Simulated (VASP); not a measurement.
Hf: single point with PBE

Crystal: Hf.

```
Hf
1.0
     3.01531    0.00000    0.00000
    -1.50765    2.61133    0.00000
     0.00000    0.00000    4.80955
Hf
2
Direct
  0.33333 0.66667 0.25000
  0.66667 0.33333 0.75000
```

This cell differs from its parent crystal: volume scaled by 0.840.

* Program: VASP 6.6.1
* Task: single point
* Functional: PBE
* Potentials or basis: VASP PAW PBE potentials, release 64 (Hf_pv)
* Cutoff: 520 eV
* k mesh: 18 × 18 × 10
* Occupations: gaussian, width 0.05 eV
* Spin: no spin polarisation
* Dipole correction: no
* Further INCAR settings: ALGO = Fast; EDIFF = 1e-07; NBANDS = 17

The pressure is 24.6 GPa and the band gap on the k mesh is zero (band 10 reaches 7.35 eV, above the bottom of band 11 at 5.81 eV).

Stress tensor (GPa, compression positive):
```
24.62  0.00  0.00
 0.00 24.62  0.00
 0.00  0.00 24.45
```

Levels at points of the mesh, in eV from the Fermi level:
| k point | band 8 | band 9 | band 10 | band 11 | band 12 | band 13 |
| --- | --- | --- | --- | --- | --- | --- |
| (0.00, 0.00, 0.00) | -4.29 | 1.20 | 1.20 | 1.29 | 1.44 | 2.20 |
| (0.50, 0.00, 0.00) | -3.44 | -2.83 | -0.39 | 0.78 | 1.06 | 1.97 |
| (0.00, 0.00, 0.50) | -5.65 | 0.05 | 0.05 | 1.09 | 1.09 | 1.09 |
| (0.50, 0.00, 0.50) | -4.00 | -1.37 | -1.37 | 1.87 | 1.87 | 3.06 |

It took 45 s on 1 thread of Intel(R) Xeon(R) 6975P-C (Granite Rapids), on a shared host, peak memory 0.24 GiB.

Caveat: spin-orbit coupling is left out, which moves the levels of the heavy elements.
